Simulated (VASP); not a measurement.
# ZnS (Pmn2_1) in VASP: single point with r2SCAN

Aim: the single point of ZnS with r2SCAN.

Everything below comes from runs of VASP 6.6.1. Logs are shortened: lines on timing, memory, paths and dates and some standing lists are left out, and cuts for length are marked.

## (1) The cell of the first run

The structure is orthorhombic, space group Pmn2_1 (No. 31). The conventional cell has a = 3.825 Å, b = 3.825 Å, c = 5.409 Å, α = 90.00°, β = 90.00°, γ = 90.00°. Zn (site symmetry m) has 4 S at 2.33 to 2.35 Å within 3.1 Å. S (site symmetry m) has 4 Zn at 2.33 to 2.35 Å within 3.1 Å.

## (2) Single point, r2SCAN (mode 4 (93.6 1/cm) frozen in, largest displacement +0.037 Å)

The input, POSCAR:

```
ZnS
1.0
    0.0000000000     -2.7046500000     -2.7046500000
    0.0000000000      2.7046500000     -2.7046500000
    5.4093000000      0.0000000000      0.0000000000
Zn S
2 2
Direct
    0.5098040428      0.5000000000      0.5000000000
   -0.0098040428      0.0000000000      0.0000000000
    0.0059665491      0.5000000000      0.2500000000
    0.4940334509      0.0000000000      0.7500000000
```

The input, INCAR.step1:

```
SYSTEM = ZnS
  PREC = Accurate
  ENCUT = 520
  ISMEAR = 0
  SIGMA = 0.05
  LREAL = .FALSE.
  LASPH = .TRUE.
  NELM = 100
  NBANDS = 26
  GGA = PE
  ALGO = Normal
  EDIFF = 1E-4
  LWAVE = .TRUE.
  LCHARG = .FALSE.
```

The input, INCAR.step2:

```
SYSTEM = ZnS
  PREC = Accurate
  ENCUT = 520
  EDIFF = 1E-6
  ISMEAR = 0
  SIGMA = 0.05
  LREAL = .FALSE.
  LASPH = .TRUE.
  NELM = 100
  ALGO = Normal
  ISIF = 2
  LWAVE = .FALSE.
  LCHARG = .FALSE.
  METAGGA = R2SCAN
  LMIXTAU = .TRUE.
  NBANDS = 26
  ISTART = 1
```

The input, KPOINTS:

```
Automatic mesh
0
G
  6 6 4
  0 0 0
```

Potentials or basis: VASP PAW PBE potentials, release 64 (Zn, S).

Started as:

```bash
cat potpaw_PBE.64/Zn/POTCAR potpaw_PBE.64/S/POTCAR > POTCAR
cp INCAR.step1 INCAR
mpirun -np 1 vasp_std > vasp.out
cp INCAR.step2 INCAR
mpirun -np 1 vasp_std > vasp.out
```

OUTCAR:

```text
SYSTEM = ZnS
   PREC = Accurate
   ENCUT = 520
   EDIFF = 1E-6
   ISMEAR = 0
   LREAL = .FALSE.
   LASPH = .TRUE.
   NELM = 100
   ISIF = 2
   METAGGA = R2SCAN
   ISTART = 1

 ion  position               nearest neighbor table
   1  0.510  0.500  0.500-   3 2.33   4 2.34   4 2.34   3 2.35
   2  0.990  0.000  0.000-   4 2.33   3 2.34   3 2.34   4 2.35
   3  0.006  0.500  0.250-   1 2.33   2 2.34   2 2.34   1 2.35
   4  0.494  0.000  0.750-   2 2.33   1 2.34   1 2.34   2 2.35

  LATTYP: Found a simple tetragonal cell.
 ALAT       =     3.8249527115
 C/A-ratio  =     1.4142135624

  Lattice vectors:

 A1 = (   0.0000000000,  -2.7046500000,  -2.7046500000)
 A2 = (   0.0000000000,   2.7046500000,  -2.7046500000)
 A3 = (   5.4093000000,   0.0000000000,   0.0000000000)

Analysis of symmetry for initial positions (statically):
=====================================================================
 Subroutine PRICEL returns:
 Original cell was already a primitive cell.

 Routine SETGRP: Setting up the symmetry group for a
 simple tetragonal supercell.

 Subroutine GETGRP returns: Found  4 space group operations
 (whereof  2 operations were pure point group operations)
 out of a pool of 16 trial point group operations.

The static configuration has the point symmetry C_1h.
 The point group associated with its full space group is C_2v.

Analysis of symmetry for dynamics (positions and initial velocities):
=====================================================================
 Subroutine PRICEL returns:
 Original cell was already a primitive cell.

 Routine SETGRP: Setting up the symmetry group for a
 simple tetragonal supercell.

 Subroutine GETGRP returns: Found  4 space group operations
 (whereof  2 operations were pure point group operations)
 out of a pool of 16 trial point group operations.

The dynamic configuration has the point symmetry C_1h.
 The point group associated with its full space group is C_2v.

 Subroutine INISYM returns: Found  4 space group operations
 (whereof  2 operations are pure point group operations),
 and found     1 'primitive' translations

----------------------------------------------------------------------------------------

                                     Primitive cell

  volume of cell :      79.1395

  direct lattice vectors                    reciprocal lattice vectors
     0.000000000 -2.704650000 -2.704650000     0.000000000 -0.184866803 -0.184866803
     0.000000000  2.704650000 -2.704650000     0.000000000  0.184866803 -0.184866803
     5.409300000  0.000000000  0.000000000     0.184866803  0.000000000  0.000000000

  length of vectors
     3.824952711  3.824952711  5.409300000     0.261441141  0.261441141  0.184866803

  position of ions in fractional coordinates (direct lattice)
     0.509804043  0.500000000  0.500000000
     0.990195957  0.000000000  0.000000000
     0.005966549  0.500000000  0.250000000
     0.494033451  0.000000000  0.750000000

  ion indices of the primitive-cell ions
   primitive index   ion index
                 1           1
                 2           2
                 3           3
                 4           4

----------------------------------------------------------------------------------------

 KPOINTS: Automatic mesh

Automatic generation of k-mesh.
 Grid dimensions read from file:
 generate k-points for:    6    6    4

 Generating k-lattice:

  Cartesian coordinates                     Fractional coordinates (reciprocal lattice)
     0.000000000 -0.030811134 -0.030811134     0.166666667  0.000000000  0.000000000
     0.000000000  0.030811134 -0.030811134     0.000000000  0.166666667  0.000000000
     0.046216701  0.000000000  0.000000000     0.000000000  0.000000000  0.250000000

  Length of vectors
     0.043573523  0.043573523  0.046216701

  Shift w.r.t. Gamma in fractional coordinates (k-lattice)
     0.000000000  0.000000000  0.000000000

 Subroutine IBZKPT returns following result:
 ===========================================

 Found     48 irreducible k-points:

 Following reciprocal coordinates:
            Coordinates               Weight
  0.000000  0.000000  0.000000      1.000000
  0.166667  0.000000  0.000000      2.000000
  0.000000  0.166667  0.000000      2.000000
  0.333333  0.000000  0.000000      2.000000
  0.000000  0.333333  0.000000      2.000000
  0.500000  0.000000  0.000000      1.000000
[... 16 lines left out ...]
  0.000000  0.500000  0.250000      2.000000
  0.166667  0.166667  0.250000      8.000000
 [... further k-points ...]
   k-points           NKPTS =     48   k-points in BZ     NKDIM =     48   number of bands    NBANDS=     26
   number of dos      NEDOS =    301   number of ions     NIONS =      4
   total plane-waves  NPLWV =  31360
   dimension x,y,z NGX =    28 NGY =   28 NGZ =   40
   dimension x,y,z NGXF=    56 NGYF=   56 NGZF=   80
   ions per type =               2   2
   NGX,Y,Z   is equivalent  to a cutoff of  12.17, 12.17, 12.29 a.u.
   NGXF,Y,Z  is equivalent  to a cutoff of  24.34, 24.34, 24.59 a.u.
 SYSTEM =  ZnS
   PREC   = accura    normal or accurate (medium, high low for compatibility)
   ISTART =      1    job   : 0-new  1-cont  2-samecut
   ICHARG =      0    charge: 1-file 2-atom 10-const
   ISPIN  =      1    spin polarized calculation?
   LNONCOLLINEAR =      F non collinear calculations
   LSORBIT =      F    spin-orbit coupling
   LASPH  =      T    aspherical Exc in radial PAW
   ENCUT  =  520.0 eV  38.22 Ry    6.18 a.u.   7.11  7.11 10.06*2*pi/ulx,y,z
   NELM   =    100;   NELMIN=  2; NELMDL=  0     # of ELM steps
   EDIFF  = 0.1E-05   stopping-criterion for ELM
   LREAL  =      F    real-space projection
   EDIFFG = 0.1E-04   stopping-criterion for IOM
   NSW    =      0    number of steps for IOM
   IBRION =     -1    ionic relax: 0-MD 1-quasi-New 2-CG
   NFREE  =      0    steps in history (QN), initial steepest desc. (CG)
   ISIF   =      2    stress and relaxation
   ISYM   =      2    0-nonsym 1-usesym 2-fastsym
   POTIM  = 0.5000    time-step for ionic-motion
   TEBEG  =    0.0;   TEEND  =   0.0 temperature during run
   PSTRESS=    0.0 pullay stress
   NELECT =      36.0000    total number of electrons
   NUPDOWN=      -1.0000    fix difference up-down
   EMIN   =  10.00;   EMAX   =-10.00  energy-range for DOS
   EFERMI =   0.00;   METHOD = LEGACY
   ISMEAR =     0;   SIGMA  =   0.05  broadening in eV -4-tet -1-fermi 0-gaus
   EFERMI_NEDOS =   21; number of points for ismear=-14 and -15
   IALGO  =     38    algorithm
   IMIX   =      4    mixing-type and parameters
     AMIX     =   0.40;   BMIX     =  1.00
     AMIX_MAG =   1.60;   BMIX_MAG =  1.00
  volume/ion in A,a.u.               =      19.78       133.51
  Fermi-wavevector in a.u.,A,eV,Ry     =   1.259055  2.379268 21.568210  1.585219
  Thomas-Fermi vector in A             =   2.392634
   LORBIT       =      0    0 simple, 1 ext, 2 COOP (PROOUT), +10 PAW based schemes
   METAGGA = R2SCAN    functional components
   LHFCALC =     F    Hartree Fock is set to
   AEXX    =    0.0000 exact exchange contribution
   IVDW    =     0    specifies the selected vdW correction
   LEPSILON=     F    determine dielectric tensor
   LRPA    =     F    only Hartree local field effects (RPA)
 non-spin polarized calculation
 Gauss-broadening in eV      SIGMA  =   0.05
  energy-cutoff  :      520.00
  volume of cell :       79.14
 maximum number of plane-waves:      2180
   NGX = 15   NGY = 15   NGZ = 21

 number of electron      36.0000009 magnetization

 Free energy of the ion-electron system (eV)
  ---------------------------------------------------
  ext. energy  EPLUGINS =         0.00000000
  ---------------------------------------------------
  free energy    TOTEN  =       -37.72596321 eV

  energy without entropy =      -37.72596321  energy(sigma->0) =      -37.72596321

 E-fermi :   2.0616     XC(G=0): -10.2693

 val. band max:        1.8053972374   @ k =   0.0000   0.0000   0.0000
 cond. band min:       4.4625698820   @ k =   0.0000   0.0000   0.0000
 fundamental gap:      2.6571726447
 Fermi energy:         2.0616496961

 k-point     1 :       0.0000    0.0000    0.0000
  band No.  band energies     occupation
      1     -11.8491      2.00000
      2     -10.5921      2.00000
      3      -4.6935      2.00000
      4      -4.6847      2.00000
      5      -4.6838      2.00000
      6      -4.6697      2.00000
[... 18 lines left out ...]
     25      13.5432      0.00000
     26      14.0614      0.00000

 k-point     2 :       0.1667    0.0000    0.0000
  band No.  band energies     occupation
      1     -11.7087      2.00000
      2     -10.5952      2.00000
      3      -4.6843      2.00000
      4      -4.6622      2.00000
      5      -4.6500      2.00000
      6      -4.6165      2.00000
[... 18 lines left out ...]
     25      12.4352      0.00000
     26      12.9529      0.00000

 k-point     3 :       0.0000    0.1667    0.0000
  band No.  band energies     occupation
      1     -11.7088      2.00000
      2     -10.5953      2.00000
      3      -4.6838      2.00000
      4      -4.6630      2.00000
      5      -4.6503      2.00000
      6      -4.6166      2.00000
[... 18 lines left out ...]
     25      12.4348      0.00000
     26      13.0798      0.00000

 k-point     4 :       0.3333    0.0000    0.0000
  band No.  band energies     occupation
      1     -11.3467      2.00000
      2     -10.6715      2.00000
      3      -4.6257      2.00000
      4      -4.6034      2.00000
      5      -4.5819      2.00000
      6      -4.5560      2.00000
[... 18 lines left out ...]
     25      11.1343      0.00000
     26      11.4108      0.00000

 k-point     5 :       0.0000    0.3333    0.0000
  band No.  band energies     occupation
      1     -11.3469      2.00000
      2     -10.6720      2.00000
      3      -4.6262      2.00000
      4      -4.6017      2.00000
      5      -4.5827      2.00000
      6      -4.5576      2.00000
[... 18 lines left out ...]
     25      11.1280      0.00000
     26      11.4224      0.00000

 k-point     6 :       0.5000    0.0000    0.0000
  band No.  band energies     occupation
      1     -10.9450      2.00000
      2     -10.9246      2.00000
      3      -4.5505      2.00000
      4      -4.5448      2.00000
      5      -4.5411      2.00000
      6      -4.4970      2.00000
[... 427 lines left out ...]
 k-point    21 :       0.0000    0.3333    0.2500
  band No.  band energies     occupation
      1     -11.2479      2.00000
      2     -10.7691      2.00000
      3      -4.5937      2.00000
      4      -4.5914      2.00000
      5      -4.5605      2.00000
      6      -4.5497      2.00000
[... 18 lines left out ...]
     25      10.5468      0.00000
     26      10.8318      0.00000

 k-point    22 :       0.5000    0.0000    0.2500
  band No.  band energies     occupation
      1     -10.9292      2.00000
      2     -10.9146      2.00000
      3      -4.5580      2.00000
      4      -4.5554      2.00000
      5      -4.5525      2.00000
      6      -4.5262      2.00000
[... 18 lines left out ...]
     25      10.8095      0.00000
     26      10.8919      0.00000

 k-point    23 :       0.0000    0.5000    0.2500
  band No.  band energies     occupation
      1     -10.9223      2.00000
      2     -10.9223      2.00000
      3      -4.5580      2.00000
      4      -4.5580      2.00000
      5      -4.5406      2.00000
      6      -4.5406      2.00000
[... 18 lines left out ...]
     25      10.8587      0.00000
     26      10.8587      0.00000

 k-point    24 :       0.1667    0.1667    0.2500
  band No.  band energies     occupation
      1     -11.4424      2.00000
      2     -10.7457      2.00000
      3      -4.6606      2.00000
      4      -4.6102      2.00000
      5      -4.5973      2.00000
      6      -4.5683      2.00000
[... 18 lines left out ...]
     25       9.6900      0.00000
     26      12.2638      0.00000

 [... further k-points ...]
[... 5 lines left out ...]
  --------------------------------------------------------------------------------------
  -------------------------------------------------------------------------------------
  Total       -0.3625427     -0.4086402     -0.4086402      0.0000000     -0.0146185      0.0000000
  in kB       -7.3396692     -8.2729138     -8.2729138      0.0000000     -0.2959515      0.0000000
  external PRESSURE =      -7.9618323 kB  Pullay stress =       0.0000000 kB

 VOLUME and BASIS-vectors are now :
 -----------------------------------------------------------------------------
  energy-cutoff  :      520.00
  volume of cell :       79.14
      direct lattice vectors                 reciprocal lattice vectors
     0.000000000 -2.704650000 -2.704650000     0.000000000 -0.184866803 -0.184866803
     0.000000000  2.704650000 -2.704650000     0.000000000  0.184866803 -0.184866803
     5.409300000  0.000000000  0.000000000     0.184866803  0.000000000  0.000000000

 POSITION                                       TOTAL-FORCE (eV/Angst)
 -----------------------------------------------------------------------------------
      2.70465     -0.02652     -2.73117         0.003854      0.057022      0.057022
      0.00000     -2.67813     -2.67813         0.003854     -0.057022     -0.057022
      1.35232      1.33619     -1.36846        -0.003854      0.016735      0.016735
      4.05697     -1.33619     -1.33619        -0.003854     -0.016735     -0.016735
 -----------------------------------------------------------------------------------
    total drift:                               -0.012463     -0.000000     -0.000000

  FREE ENERGIE OF THE ION-ELECTRON SYSTEM (eV)
  ---------------------------------------------------
  free  energy   TOTEN  =       -37.7259632054 eV

  energy  without entropy=      -37.7259632054  energy(sigma->0) =      -37.72596321
```

Run time: 5.1 min. Hardware: 1 thread of Intel Xeon Platinum 8375C at 2.90GHz (Ice Lake), shared host; peak memory 0.24 GiB.

What came out:

| Item | Value |
| --- | --- |
| Free energy | -37.7260 eV |
| Pressure | -0.8 GPa |
| Largest force | 0.081 eV/Å |
| Band gap on the k mesh | 2.66 eV |

Forces in eV/Å, atoms in the order of the input:
```
Zn   0.004  0.057  0.057
Zn   0.004 -0.057 -0.057
S   -0.004  0.017  0.017
S   -0.004 -0.017 -0.017
```

Caveat: the cell differs from its parent crystal (mode 4 (93.6 1/cm) frozen in, largest displacement +0.037 Å); the PAW data sets were made with another functional, which shifts forces and pressure a little.
